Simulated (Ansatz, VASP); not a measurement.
Bi2Te3: VASP beside Ansatz

Contents of INCAR:

```
SYSTEM = Bi2Te3
PREC = Accurate ; ENCUT = 520
EDIFF = 1E-8 ; ISMEAR = -1
SIGMA = 0.08 ; LREAL = .False.
LASPH = .True. ; NELM = 80
ALGO = Normal ; ISIF = 2
LWAVE = .False. ; LCHARG = .False.
GGA = PE ; LEFG = .True.
NBANDS = 32
```

The input KPOINTS:

```
regular mesh
0
Gamma
  7 7 7
  0 0 0
```

POSCAR

```
Bi2Te3
1.0
    2.1930005584      1.2661294627      9.8606999000
   -2.1930005584      1.2661294627      9.8606999000
    0.0000000000     -2.5322589254      9.8606999000
Bi Te
2 3
Direct
    0.4000000000      0.4000000000      0.4000000000
    0.6000000000      0.6000000000      0.6000000000
    0.0000000000      0.0000000000      0.0000000000
    0.2095000000      0.2095000000      0.2095000000
    0.7905000000      0.7905000000      0.7905000000
```

Input for Ansatz:

```yaml
crystal:
  lattice:
    - [2.1930005584, 1.2661294627, 9.8606999]
    - [-2.1930005584, 1.2661294627, 9.8606999]
    - [0.0, -2.5322589254, 9.8606999]
  atoms:
    - { symbol: Bi, position: [0.4, 0.4, 0.4] }
    - { symbol: Bi, position: [0.6, 0.6, 0.6] }
    - { symbol: Te, position: [0.0, 0.0, 0.0] }
    - { symbol: Te, position: [0.2095, 0.2095, 0.2095] }
    - { symbol: Te, position: [0.7905, 0.7905, 0.7905] }
kpoints:
  mp_grid: { grid: [7, 7, 7] }
scf:
  occupations: { method: fermi_dirac, width: 0.08 }
hamiltonian:
  xc: pbe
  pseudopotentials: { kind: all_electron, datasets: crystal }
output:
  forces: true
  stress: true
  eigenvalues: true
  efg: { contact_densities: true }
```

Change from the starting cell: zz strain of -3 %, crystal datasets.

Alike in both runs: task electric field gradients; functional PBE; k mesh 7 × 7 × 7; occupations fermi-dirac, width 0.08 eV; no spin polarisation.

```csv
,VASP,Ansatz
version,VASP 6.6.1,Ansatz 0.2.0
potentials or method,"VASP PAW PBE potentials, release 64 (Bi_d, Te), cutoff 520 eV","all-electron PAW with datasets made for the crystal, scalar-relativistic"
```

```tsv
	VASP	Ansatz	Ansatz less VASP
pressure (GPa)	3.8	3.8	+0.03
traceless stress, the component that is largest in VASP (GPa)	0.55	0.55	+0.002
rms of the force components (eV/Å)	0.084	0.079	-0.0050
size of Vzz on the site where it differs most (V/Å²)	67.1	70.7	+3.64
```

Atom by atom the forces differ by 0.006 eV/Å (rms over components). Ansatz ran all-electron here, and VASP with PAW potentials.

Spin-orbit coupling is off throughout.
